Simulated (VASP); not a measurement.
Si3Ge: single point with PBE

Crystal: Si3Ge.

```
CELL_PARAMETERS angstrom
3.88810 0.00000 0.00000
0.00000 3.88810 0.00000
0.00000 0.00000 5.48368
ATOMIC_POSITIONS crystal
Si 0.50000 0.00000 0.75488
Si 0.50000 0.50000 0.00000
Si 0.00000 0.50000 0.24512
Ge 0.00000 0.00000 0.50000
```

| Item | Value |
| --- | --- |
| Program | VASP 6.6.1 |
| Task | single point |
| Functional | PBE |
| Potentials or basis | VASP PAW PBE potentials, release 64 (Si, Ge_d) |
| Cutoff | 520 eV |
| k mesh | 6 × 6 × 4 |
| Occupations | gaussian, width 0.01 eV |
| Spin | no spin polarisation |

| Property | Result |
| --- | --- |
| Pressure | 1.7 GPa |
| Largest force | 0.088 eV/Å |
| Band gap on the k mesh | 0.38 eV (least direct gap 0.64 eV) |

Forces on the atoms (eV/Å):
```
Si   0.000  0.000  0.088
Si   0.000  0.000  0.000
Si   0.000  0.000 -0.088
Ge   0.000  0.000  0.000
```

Levels at points of the mesh, in eV from the valence-band top:
```
           k point  band 10  band 11  band 12  band 13  band 14  band 15  band 16  band 17
(0.00, 0.00, 0.00)    -2.93    -0.03     0.00     0.00     0.64     0.81     2.48     2.55
(0.50, 0.00, 0.00)    -3.79    -3.73    -1.52    -1.26     2.17     2.54     4.63     4.82
(0.50, 0.50, 0.00)    -2.96    -2.90    -2.90    -2.84     0.38     0.82     0.82     0.96
(0.00, 0.00, 0.50)    -2.06    -2.06    -1.82    -1.82     0.91     1.23     3.09     3.19
(0.50, 0.00, 0.50)    -1.43    -1.27    -1.22    -1.11     0.97     1.41     3.23     3.35
(0.50, 0.50, 0.50)    -3.88    -3.87    -3.87    -3.80     4.22     4.38     4.38     4.53
```

Run time: 60 s on 1 thread of Intel Xeon 8259CL, with other jobs on the host, peak memory 0.21 GiB.

A k mesh can miss the band edges.
